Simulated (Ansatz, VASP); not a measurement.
# Two plane-wave programs on Sb

Contents of INCAR:

```
  PREC = Accurate
  ENCUT = 520
  EDIFF = 1E-6
  ISMEAR = 0
  SIGMA = 0.1
  LREAL = False
  LASPH = True
  NELM = 100
  ALGO = Normal
  ISIF = 2
  LWAVE = False
  LCHARG = False
  GGA = PE
  NBANDS = 8
```

The input KPOINTS:

```
Automatic mesh
0
Gamma
  18 18 18
```

File POSCAR:

```
Sb
1.0
    3.0461528689      0.0000000000      0.0000000000
    0.0000000000      3.0461528689      0.0000000000
    0.0000000000      0.0000000000      3.0461528689
Sb
1
Direct
    0.5000000000      0.5000000000      0.5000000000
```

Input for Ansatz:

```yaml
crystal:
  lattice:
    - [3.0461528689, 0.0, 0.0]
    - [0.0, 3.0461528689, 0.0]
    - [0.0, 0.0, 3.0461528689]
  atoms:
    - { symbol: Sb, position: [0.5, 0.5, 0.5] }
basis:
  ecutwfc: 420
kpoints:
  mp_grid: { grid: [18, 18, 18] }
hamiltonian:
  xc: pbe
scf:
  occupations: { method: gaussian, width: 0.1 }
output:
  forces: true
  stress: true
  eigenvalues: true
```

Alike in both runs: task single point; functional PBE; k mesh 18 × 18 × 18; occupations gaussian, width 0.1 eV; no spin polarisation.

|  | VASP | Ansatz |
| --- | --- | --- |
| version | VASP 6.6.1 | Ansatz 0.2.0 |
| potentials or method | VASP PAW PBE potentials, release 64 (Sb), cutoff 520 eV | scalar-relativistic, plane waves, PAW |
| valence electrons in the cell | 5 | 15 |

```csv
,VASP,Ansatz,Ansatz less VASP
gap on the k mesh at the Fermi level (eV),none,none,-
pressure (GPa),4.0,3.9,-0.02
```

A gap of «none» marks a metal or a gap that the smearing closes. With one functional, cell and mesh, what is left measures potentials, basis and numerics. VASP's potentials hold 5 valence electrons a cell and Ansatz's 15, so a difference there can come from the potentials and not from the codes.

Spin-orbit coupling is off throughout.
